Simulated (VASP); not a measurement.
Wanted: the native input for a VASP 6.6.1 run.

| Quantity | Value |
| --- | --- |
| Task | single point |
| Functional | PBEsol |
| Potentials or basis | VASP PAW PBE potentials, release 64 (Al) |
| Cutoff | 520 eV |
| k mesh | 11 × 11 × 11 |
| Occupations | fermi-dirac, width 0.05 eV |
| Spin | no spin polarisation |
| Dipole correction | no |
| Further INCAR settings | ALGO = Normal; EDIFF = 1e-07; NBANDS = 8 |

The structure of Al lies in POSCAR:

```
Al
1.0
   -0.0404961000      2.0248050000      2.0248050000
    2.0248050000     -0.0404961000      2.0248050000
    1.9843089000      1.9843089000      0.0000000000
Al
1
Direct
    0.0000000000      0.0000000000      0.0000000000
```

The input as run:

INCAR

```
SYSTEM = Al
PREC     = Accurate       ! precision mode
ENCUT    = 520            ! plane-wave cutoff, eV
EDIFF    = 1E-7           ! SCF threshold, eV
ISMEAR   = -1             ! smearing method
SIGMA    = 0.05           ! smearing width, eV
LREAL    = .FALSE.        ! projectors in reciprocal space
LASPH    = .TRUE.         ! aspherical terms in the spheres
NELM     = 60             ! most SCF steps
ALGO     = Normal         ! electronic algorithm
ISIF     = 2              ! what is computed and relaxed
LWAVE    = .FALSE.        ! write WAVECAR
LCHARG   = .TRUE.         ! write CHGCAR
GGA      = PS             ! functional
LELF     = .TRUE.         ! ELF
LVHAR    = .TRUE.       
NBANDS   = 8              ! bands
```

KPOINTS

```
regular mesh
0
G
  11 11 11
  0 0 0
```

Potentials or basis: VASP PAW PBE potentials, release 64 (Al).

Run with:

```console
$ cat potpaw_PBE.64/Al/POTCAR > POTCAR
$ mpirun -np 1 vasp_std > vasp.out
```

It gave:

* Pressure: -1.7 GPa

Caveat: the PAW data sets were made with another functional, which shifts forces and pressure a little.

Run time: 66 s on 1 thread of AMD EPYC 7R13, with other jobs on the host, peak memory 0.12 GiB.
